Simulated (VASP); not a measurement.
# MoS2 (P6_3/mmc) in VASP: a series of runs

The runs below take MoS2 through single point, with PBEsol.

Everything below comes from runs of VASP 6.6.1. Logs are shortened: lines on timing, memory, paths and dates and some standing lists are left out, and cuts for length are marked.

**The experiment to reproduce.**

From “Multiwavelength excitation Raman Scattering Analysis of bulk and 2 dimensional MoS2: Vibrational properties of atomically thin MoS2 layers”, 2015, arxiv:1506.03228, for a bulk crystal of MoS2 at 300 K: band gap 1.3 eV (indirect).

How close the calculation comes is told below.

**1. The cell of the first run**

Symmetry: P6_3/mmc, No. 194, hexagonal system. The conventional cell has a = 3.145 Å, b = 3.145 Å, c = 12.854 Å, α = 90.00°, β = 90.00°, γ = 120.00°. Mo (site symmetry -6m2) has 6 S at 2.39 Å and 6 Mo at 3.14 Å within 3.2 Å. Within 3.2 Å of S (site symmetry 3m) lie 3 Mo at 2.39 Å and 7 S at 3.12 to 3.14 Å.

**2. Single point, PBEsol, collinear spin, ferromagnetic start (volume scaled by 1.02)**

INCAR

```
  PREC = Accurate
  ENCUT = 500
  EDIFF = 1E-6
  ISMEAR = 0
  SIGMA = 0.05
  LREAL = False
  LASPH = True
  NELM = 200
  ALGO = Normal
  ISIF = 2
  LWAVE = False
  LCHARG = True
  ISPIN = 2
  MAGMOM = 0.05 0.05 0 0 0 0
  LORBIT = 11
  LMAXMIX = 4
  GGA = PS
  LELF = True
  LVHAR = True
  NBANDS = 39
  GGA_COMPAT = False
```

KPOINTS

```
Automatic mesh
0
Gamma
  8 8 2
```

POSCAR

```
MoS2
1.0
    3.1449071694      0.0000000000      0.0000000000
   -1.5724535847      2.7235695012      0.0000000000
    0.0000000000      0.0000000000     12.8536238615
Mo S
2 4
Direct
    0.3333333333      0.6666666667      0.2500000000
    0.6666666667      0.3333333333      0.7500000000
    0.3333333333      0.6666666667      0.6287612411
    0.6666666667      0.3333333333      0.1287612411
    0.3333333333      0.6666666667      0.8712387589
    0.6666666667      0.3333333333      0.3712387589
```

Potentials or basis: VASP PAW PBE potentials, release 64 (Mo_sv, S).

Launch:

```
> cat potpaw_PBE.64/Mo_sv/POTCAR potpaw_PBE.64/S/POTCAR > POTCAR
> mpirun -np 1 vasp_std > vasp.out
```

OUTCAR:

```text
PREC = Accurate
   ENCUT = 500
   EDIFF = 1E-6
   ISMEAR = 0
   LREAL = False
   LASPH = True
   NELM = 200
   ISIF = 2
   ISPIN = 2
   LORBIT = 11
   GGA = PS

 ion  position               nearest neighbor table
   1  0.333  0.667  0.250-   4 2.39   6 2.39   4 2.39   6 2.39   4 2.39   6 2.39
   2  0.667  0.333  0.750-   3 2.39   5 2.39   3 2.39   5 2.39   3 2.39   5 2.39
   3  0.333  0.667  0.629-   2 2.39   2 2.39   2 2.39
   4  0.667  0.333  0.129-   1 2.39   1 2.39   1 2.39
   5  0.333  0.667  0.871-   2 2.39   2 2.39   2 2.39
   6  0.667  0.333  0.371-   1 2.39   1 2.39   1 2.39

  LATTYP: Found a hexagonal cell.
 ALAT       =     3.1449071694
 C/A-ratio  =     4.0871234568

  Lattice vectors:

 A1 = (   3.1449071694,   0.0000000000,   0.0000000000)
 A2 = (  -1.5724535847,   2.7235695012,   0.0000000000)
 A3 = (   0.0000000000,   0.0000000000,  12.8536238615)

Analysis of symmetry for initial positions (statically):
=====================================================================
 Subroutine PRICEL returns:
 Original cell was already a primitive cell.

 Routine SETGRP: Setting up the symmetry group for a
 hexagonal supercell.

 Subroutine GETGRP returns: Found 24 space group operations
 (whereof 12 operations were pure point group operations)
 out of a pool of 24 trial point group operations.

The static configuration has the point symmetry D_3d.
 The point group associated with its full space group is D_6h.

Analysis of symmetry for dynamics (positions and initial velocities):
=====================================================================
 Subroutine PRICEL returns:
 Original cell was already a primitive cell.

 Routine SETGRP: Setting up the symmetry group for a
 hexagonal supercell.

 Subroutine GETGRP returns: Found 24 space group operations
 (whereof 12 operations were pure point group operations)
 out of a pool of 24 trial point group operations.

The dynamic configuration has the point symmetry D_3d.
 The point group associated with its full space group is D_6h.

Analysis of structural, dynamic, and magnetic symmetry:
=====================================================================
 Subroutine PRICEL returns:
 Original cell was already a primitive cell.

 Routine SETGRP: Setting up the symmetry group for a
 hexagonal supercell.

 Subroutine GETGRP returns: Found 24 space group operations
 (whereof 12 operations were pure point group operations)
 out of a pool of 24 trial point group operations.

The overall configuration has the point symmetry D_3d.
 The point group associated with its full space group is D_6h.

 Subroutine INISYM returns: Found 24 space group operations
 (whereof 12 operations are pure point group operations),
 and found     1 'primitive' translations

----------------------------------------------------------------------------------------

                                     Primitive cell

  volume of cell :     110.0961

  direct lattice vectors                    reciprocal lattice vectors
     3.144907169  0.000000000  0.000000000     0.317974409  0.183582611  0.000000000
    -1.572453585  2.723569501  0.000000000     0.000000000  0.367165222  0.000000000
     0.000000000  0.000000000 12.853623861     0.000000000  0.000000000  0.077799071

  length of vectors
     3.144907169  3.144907169 12.853623861     0.367165222  0.367165222  0.077799071

  position of ions in fractional coordinates (direct lattice)
     0.333333333  0.666666667  0.250000000
     0.666666667  0.333333333  0.750000000
     0.333333333  0.666666667  0.628761241
     0.666666667  0.333333333  0.128761241
     0.333333333  0.666666667  0.871238759
     0.666666667  0.333333333  0.371238759

  ion indices of the primitive-cell ions
   primitive index   ion index
                 1           1
                 2           2
                 3           3
                 4           4
                 5           5
                 6           6

----------------------------------------------------------------------------------------

 KPOINTS: Automatic mesh

Automatic generation of k-mesh.
 Grid dimensions read from file:
 generate k-points for:    8    8    2

 Generating k-lattice:

  Cartesian coordinates                     Fractional coordinates (reciprocal lattice)
     0.039746801  0.022947826  0.000000000     0.125000000  0.000000000  0.000000000
     0.000000000  0.045895653  0.000000000     0.000000000  0.125000000  0.000000000
     0.000000000  0.000000000  0.038899536     0.000000000  0.000000000  0.500000000

  Length of vectors
     0.045895653  0.045895653  0.038899536

  Shift w.r.t. Gamma in fractional coordinates (k-lattice)
     0.000000000  0.000000000  0.000000000

 Subroutine IBZKPT returns following result:
 ===========================================

 Found     20 irreducible k-points:

 Following reciprocal coordinates:
            Coordinates               Weight
  0.000000  0.000000  0.000000      1.000000
[... 76 lines left out ...]

 val. band max:        6.8884600771   @ k =   0.0000   0.0000   0.0000
 cond. band min:       8.0963225145   @ k =   0.2500   0.1250   0.0000
 fundamental gap:      1.2078624373
 Fermi energy:         7.2651150803

 spin component 1

 k-point     1 :       0.0000    0.0000    0.0000
  band No.  band energies     occupation
      1     -54.3251      1.00000
      2     -54.3251      1.00000
      3     -28.5340      1.00000
      4     -28.5340      1.00000
      5     -28.2754      1.00000
      6     -28.2754      1.00000
[... 30 lines left out ...]
     37      14.8338      0.00000
     38      15.3440      0.00000

 k-point     2 :       0.1250    0.0000    0.0000
  band No.  band energies     occupation
      1     -54.3186      1.00000
      2     -54.3186      1.00000
      3     -28.5213      1.00000
      4     -28.5213      1.00000
      5     -28.3397      1.00000
      6     -28.3397      1.00000
[... 30 lines left out ...]
     37      15.0751      0.00000
     38      15.8280      0.00000
[... 695 lines left out ...]
     37      15.0203      0.00000
     38      15.0203      0.00000

 k-point    20 :       0.3750    0.2500    0.5000
  band No.  band energies     occupation
      1     -54.2758      1.00000
      2     -54.2758      1.00000
      3     -28.6287      1.00000
      4     -28.6287      1.00000
      5     -28.5046      1.00000
      6     -28.5046      1.00000
[... 30 lines left out ...]
     37      14.6621      0.00000
     38      14.6621      0.00000
 Fermi energy:         7.2651150803

 spin component 2

 k-point     1 :       0.0000    0.0000    0.0000
  band No.  band energies     occupation
      1     -54.3251      1.00000
      2     -54.3251      1.00000
      3     -28.5340      1.00000
      4     -28.5339      1.00000
      5     -28.2754      1.00000
      6     -28.2754      1.00000
[... 30 lines left out ...]
     37      14.8339      0.00000
     38      15.3441      0.00000

 k-point     2 :       0.1250    0.0000    0.0000
  band No.  band energies     occupation
      1     -54.3186      1.00000
      2     -54.3186      1.00000
      3     -28.5213      1.00000
      4     -28.5213      1.00000
      5     -28.3397      1.00000
      6     -28.3397      1.00000
[... 30 lines left out ...]
     37      15.0752      0.00000
     38      15.8281      0.00000
[... 695 lines left out ...]
     37      15.0204      0.00000
     38      15.0204      0.00000

 k-point    20 :       0.3750    0.2500    0.5000
  band No.  band energies     occupation
      1     -54.2757      1.00000
      2     -54.2757      1.00000
      3     -28.6287      1.00000
      4     -28.6287      1.00000
      5     -28.5046      1.00000
      6     -28.5046      1.00000
[... 30 lines left out ...]
     37      14.6622      0.00000
     38      14.6622      0.00000
 [bands above 38 left out]

------------------------ aborting loop because EDIFF is reached ----------------------------------------

  FORCE on cell =-STRESS in cart. coord.  units (eV):
  Direction    XX          YY          ZZ          XY          YZ          ZX
  --------------------------------------------------------------------------------------
  -------------------------------------------------------------------------------------
  Total       -0.2655905     -0.2655905     -0.2581436      0.0000000      0.0000000      0.0000000
  in kB       -3.8650152     -3.8650152     -3.7566436      0.0000000      0.0000000      0.0000000
  external PRESSURE =      -3.8288914 kB  Pullay stress =       0.0000000 kB

 VOLUME and BASIS-vectors are now :
 -----------------------------------------------------------------------------
  energy-cutoff  :      500.00
  volume of cell :      110.10
      direct lattice vectors                 reciprocal lattice vectors
     3.144907169  0.000000000  0.000000000     0.317974409  0.183582611  0.000000000
    -1.572453585  2.723569501  0.000000000     0.000000000  0.367165222  0.000000000
     0.000000000  0.000000000 12.853623861     0.000000000  0.000000000  0.077799071

 POSITION                                       TOTAL-FORCE (eV/Angst)
 -----------------------------------------------------------------------------------
     -0.00000      1.81571      3.21341         0.000000     -0.000000      0.000000
      1.57245      0.90786      9.64022        -0.000000      0.000000      0.000000
     -0.00000      1.81571      8.08186        -0.000000      0.000000     -0.001974
      1.57245      0.90786      1.65505         0.000000     -0.000000     -0.001974
     -0.00000      1.81571     11.19858        -0.000000      0.000000      0.001974
      1.57245      0.90786      4.77176         0.000000     -0.000000      0.001974
 -----------------------------------------------------------------------------------
    total drift:                               -0.000000      0.000000     -0.000000

  FREE ENERGIE OF THE ION-ELECTRON SYSTEM (eV)
  ---------------------------------------------------
  free  energy   TOTEN  =       -46.9021388035 eV

  energy  without entropy=      -46.9021388035  energy(sigma->0) =      -46.90213880

 total charge

# of ion       s       p       d       tot
------------------------------------------
    1        2.299   6.230   3.989  12.518
    2        2.299   6.230   3.989  12.518
    3        1.358   2.326   0.000   3.684
    4        1.358   2.326   0.000   3.684
    5        1.358   2.326   0.000   3.684
    6        1.358   2.326   0.000   3.684
--------------------------------------------------
tot         10.029  21.763   7.978  39.770

 magnetization (x)

# of ion       s       p       d       tot
------------------------------------------
    1       -0.000  -0.000  -0.000  -0.000
    2       -0.000  -0.000  -0.000  -0.000
    3       -0.000  -0.000   0.000  -0.000
    4       -0.000  -0.000   0.000  -0.000
    5       -0.000  -0.000   0.000  -0.000
    6       -0.000  -0.000   0.000  -0.000
--------------------------------------------------
tot         -0.000  -0.000  -0.000  -0.000
```

It took 97 s on 1 thread of Intel Xeon Platinum 8559C (Emerald Rapids), shared host; peak memory 0.32 GiB.

What came out:

```
Free energy                                           : -46.9021 eV
Pressure                                              : -0.4 GPa
Band gap on the k mesh                                : 1.21 eV, indirect (least direct gap 2.04 eV)
Net moment                                            : 0.00 μB per cell
Valence electrons inside the program's atomic spheres : Mo 12.52; S 3.68
```

Levels at points of the mesh, in eV from the valence-band top:
Spin up:
| k point | band 22 | band 23 | band 24 | band 25 | band 26 | band 27 | band 28 | band 29 | band 30 | band 31 |
| --- | --- | --- | --- | --- | --- | --- | --- | --- | --- | --- |
| (0.00, 0.00, 0.00) | -1.97 | -1.97 | -1.39 | -1.01 | 0.00 | 2.36 | 2.36 | 2.38 | 2.38 | 2.60 |
| (0.50, 0.00, 0.00) | -2.39 | -1.46 | -1.35 | -1.22 | -1.16 | 1.87 | 1.90 | 2.28 | 2.49 | 3.12 |
| (0.00, 0.00, 0.50) | -1.98 | -1.98 | -1.98 | -0.29 | -0.29 | 2.37 | 2.37 | 2.37 | 2.37 | 2.65 |
| (0.50, 0.00, 0.50) | -2.47 | -1.41 | -1.41 | -1.18 | -1.18 | 1.88 | 1.88 | 2.39 | 2.39 | 3.42 |
Spin down:
| k point | band 23 | band 24 | band 25 | band 26 | band 27 | band 28 | band 29 | band 30 |
| --- | --- | --- | --- | --- | --- | --- | --- | --- |
| (0.00, 0.00, 0.00) | -1.97 | -1.39 | -1.01 | 0.00 | 2.36 | 2.36 | 2.38 | 2.38 |
| (0.50, 0.00, 0.00) | -1.46 | -1.35 | -1.22 | -1.16 | 1.87 | 1.90 | 2.28 | 2.49 |
| (0.00, 0.00, 0.50) | -1.98 | -1.98 | -0.29 | -0.29 | 2.37 | 2.37 | 2.37 | 2.37 |
| (0.50, 0.00, 0.50) | -1.41 | -1.41 | -1.18 | -1.18 | 1.88 | 1.88 | 2.39 | 2.39 |

Caveat: the cell differs from its parent crystal (volume scaled by 1.02); the PAW data sets were made with another functional, which shifts forces and pressure a little; this functional lacks dispersion, which binds the layers, so the pressure and a relaxed spacing across them are unreliable.

**3. Single point, PBEsol, collinear spin, ferromagnetic start**

This run uses another cell than the first one, of 18.43 Å³/atom, 1.005 times its volume.

INCAR

```
SYSTEM = MoS2
PREC     = Accurate       ! precision mode
ENCUT    = 500            ! plane-wave cutoff, eV
EDIFF    = 1E-6           ! SCF threshold, eV
ISMEAR   = 0              ! smearing method
SIGMA    = 0.05           ! smearing width, eV
LREAL    = .False.        ! projectors in reciprocal space
LASPH    = .True.         ! aspherical terms in the spheres
NELM     = 200            ! most SCF steps
ALGO     = Normal         ! electronic algorithm
ISIF     = 2              ! what is computed and relaxed
LWAVE    = .False.        ! write WAVECAR
LCHARG   = .False.        ! write CHGCAR
ISPIN    = 2              ! spin polarisation
MAGMOM   = 0.05 0.05 0 0 0 0 ! initial moments
LORBIT   = 11             ! projections on sites
LMAXMIX  = 4              ! l up to which the mixer works
GGA      = PS             ! functional
NBANDS   = 39             ! bands
GGA_COMPAT= .False.
```

KPOINTS

```
Automatic mesh
0
Gamma
  8 8 2
  0 0 0
```

POSCAR

```
MoS2
1.0
    3.1449185234      0.0000000000      0.0000000000
   -1.5724592617      2.7235793341      0.0000000000
    0.0000000000      0.0000000000     12.9130575361
Mo S
2 4
Direct
    0.3333333333      0.6666666667      0.2500000000
    0.6666666667      0.3333333333      0.7500000000
    0.3333333333      0.6666666667      0.6293819757
    0.6666666667      0.3333333333      0.1293819757
    0.3333333333      0.6666666667      0.8706180243
    0.6666666667      0.3333333333      0.3706180243
```

Potentials or basis: VASP PAW PBE potentials, release 64 (Mo_sv, S).

Launch:

```
> cat potpaw_PBE.64/Mo_sv/POTCAR potpaw_PBE.64/S/POTCAR > POTCAR
> mpirun -np 1 vasp_std > vasp.out
```

Wall time 96 s (1 thread of Intel Xeon Platinum 8559C (Emerald Rapids), shared host); peak memory 0.32 GiB.

Results (log left out):

```
Free energy                                           : -46.9011 eV
Pressure                                              : -0.3 GPa
Largest force                                         : 0.019 eV/Å
Band gap on the k mesh                                : 1.23 eV, indirect (least direct gap 2.04 eV)
Net moment                                            : 0.00 μB per cell
Valence electrons inside the program's atomic spheres : Mo 12.52; S 3.68
```

Forces on the atoms (eV/Å):
```
Mo   0.000  0.000  0.000
Mo   0.000  0.000  0.000
S    0.000  0.000 -0.019
S    0.000  0.000 -0.019
S    0.000  0.000  0.019
S    0.000  0.000  0.019
```

Levels at points of the mesh, in eV from the valence-band top:
Spin up:
```tsv
k point	band 22	band 23	band 24	band 25	band 26	band 27	band 28	band 29	band 30	band 31
(0.00, 0.00, 0.00)	-1.96	-1.96	-1.41	-0.99	0.00	2.38	2.38	2.39	2.39	2.62
(0.50, 0.00, 0.00)	-2.37	-1.45	-1.34	-1.20	-1.14	1.88	1.91	2.29	2.51	3.14
(0.00, 0.00, 0.50)	-1.97	-1.97	-1.97	-0.29	-0.29	2.38	2.38	2.38	2.38	2.66
(0.50, 0.00, 0.50)	-2.45	-1.40	-1.40	-1.17	-1.17	1.90	1.90	2.41	2.41	3.43
```
Spin down:
```tsv
k point	band 24	band 25	band 26	band 27	band 28	band 29
(0.00, 0.00, 0.00)	-1.41	-0.99	0.00	2.38	2.38	2.39
(0.50, 0.00, 0.00)	-1.34	-1.20	-1.14	1.88	1.91	2.29
(0.00, 0.00, 0.50)	-1.97	-0.29	-0.29	2.38	2.38	2.38
(0.50, 0.00, 0.50)	-1.40	-1.17	-1.17	1.90	1.90	2.41
```

Caveat: the PAW data sets were made with another functional, which shifts forces and pressure a little; this functional lacks dispersion, which binds the layers, so the pressure and a relaxed spacing across them are unreliable.

**4. Comparison with measurements**

Step 3. Against the measured gap of MoS2, 1.3 eV (indirect; 300 K; “Multiwavelength excitation Raman Scattering Analysis of bulk and 2 dimensional MoS2: Vibrational properties of atomically thin MoS2 layers”, 2015, arxiv:1506.03228), the calculated 1.23 eV is off by -0.07 eV. Spin-orbit coupling on Mo is left out. The value is that of PBEsol on a finite k mesh, which can miss the band edges, without temperature or zero-point motion. Semilocal functionals fall short of measured gaps as a rule.
